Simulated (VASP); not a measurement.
The system is Ge.

```
Ge
1.0
     4.05841    0.00000    0.00000
    -2.02920    3.51469    0.00000
     0.00000    0.00000    6.69299
Ge
4
Direct
  0.33333 0.66667 0.00032
  0.66667 0.33333 0.50032
  0.33333 0.66667 0.37468
  0.66667 0.33333 0.87468
```

```yaml
Program: VASP 6.6.1
Task: relaxation of cell and atoms
Functional: LDA
Potentials_or_basis: VASP PAW LDA potentials, release 64 (Ge_d)
Cutoff: 600 eV
k_mesh: 6 × 6 × 4
Occupations: fermi-dirac, width 0.02 eV
Spin: no spin polarisation
```

At the start: pressure -4.1 GPa; volume 23.87 Å³/atom.

**Question.** Where does the relaxation end?

**Answer.** Over 21 steps the energy falls by 23.0 meV/atom and the volume is 22.21 Å³/atom (-6.9 %); space group P6_3/mmc (No. 194, to 0.05 Å).

Step by step:
```
step  energy change (eV)  largest force (eV/Å)  pressure (GPa)  volume (Å³)
   1              0.0000                0.0307           -4.14        95.47
   2             -0.0847                0.0006            1.48        87.19
   3             -0.0920                0.0051            0.10        88.90
   4             -0.0920                0.0052           -0.22        89.03
   5             -0.0921                0.0195           -0.16        89.02
   6             -0.0921                0.0265           -0.16        89.01
   7             -0.0922                0.0077            0.01        88.86
   8             -0.0922                0.0063            0.04        88.85
   9             -0.0922                0.0090           -0.09        88.85
  10             -0.0922                0.0050            0.08        88.80
  11             -0.0922                0.0086            0.06        88.82
  12             -0.0922                0.0084            0.05        88.83
  13             -0.0922                0.0087            0.05        88.84
  14             -0.0922                0.0094           -0.06        88.85
  15             -0.0922                0.0067           -0.03        88.85
  16             -0.0922                0.0067            0.04        88.85
  17             -0.0922                0.0074            0.03        88.85
  18             -0.0922                0.0076            0.02        88.85
  19             -0.0922                0.0024           -0.08        88.85
  20             -0.0922                0.0051            0.00        88.85
  21             -0.0922                0.0031            0.03        88.85
```

Final structure:
```
CELL_PARAMETERS angstrom
3.96976 0.00000 0.00000
-1.98488 3.43792 0.00000
0.00000 0.00000 6.51039
ATOMIC_POSITIONS crystal
Ge 0.33333 0.66667 0.99998
Ge 0.66667 0.33333 0.49998
Ge 0.33333 0.66667 0.37502
Ge 0.66667 0.33333 0.87502
```
